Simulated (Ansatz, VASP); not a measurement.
## Na15S8: VASP beside Ansatz

```
Na S
1.0
    -6.56780    6.56780    0.00000
    -6.56780    0.00000    6.56780
     0.00000    6.56780    6.56780
Na S
15 8
Direct
  0.37782 0.87218 0.37218
  0.88331 0.37540 0.37227
  0.88331 0.87227 0.87540
  0.36901 0.37540 0.37227
  0.36901 0.87227 0.87540
  0.86913 0.38087 0.88087
  0.36282 0.38718 0.88718
  0.62218 0.62782 0.12782
  0.00000 0.75000 0.25000
  0.63099 0.12460 0.12773
  0.63099 0.62773 0.62460
  0.11669 0.12460 0.12773
  0.11669 0.62773 0.62460
  0.63718 0.11282 0.61282
  0.13087 0.11913 0.61913
  0.00000 0.02492 0.97508
  0.50000 0.00253 0.99747
  0.99234 0.50271 0.00271
  0.00766 0.99729 0.49729
  0.50225 0.50271 0.00271
  0.49775 0.99729 0.49729
  0.00000 0.47508 0.52492
  0.50000 0.49747 0.50253
```

Change from the starting cell: atom 9 (Na) set half-way to the vacancy, atoms relaxed in the symmetry of that start.

Alike in both runs: functional PBE; k mesh 4 × 4 × 4; occupations gaussian, width 0.05 eV; no spin polarisation.

Ansatz relaxed the structure, and its values are those at the end. VASP's run is a single point on that final structure, the one shown.

|  | VASP | Ansatz |
| --- | --- | --- |
| version | VASP 6.6.1 | Ansatz 0.2.0 |
| potentials or method | VASP PAW PBE potentials, release 64 (Na_pv, S), cutoff 400 eV | scalar-relativistic, plane waves, PAW |
| valence electrons in the cell | 153 | 183 |

|  | VASP | Ansatz | Ansatz less VASP |
| --- | --- | --- | --- |
| gap on the k mesh at the Fermi level (eV) | none | none | - |
| pressure (GPa) | 0.2 | 0.3 | +0.14 |

A gap of «none» marks a metal or a gap that the smearing closes. VASP's potentials hold 153 valence electrons a cell and Ansatz's 183, so a difference there can come from the potentials and not from the codes. Ansatz's warnings: stress scf threshold loose.
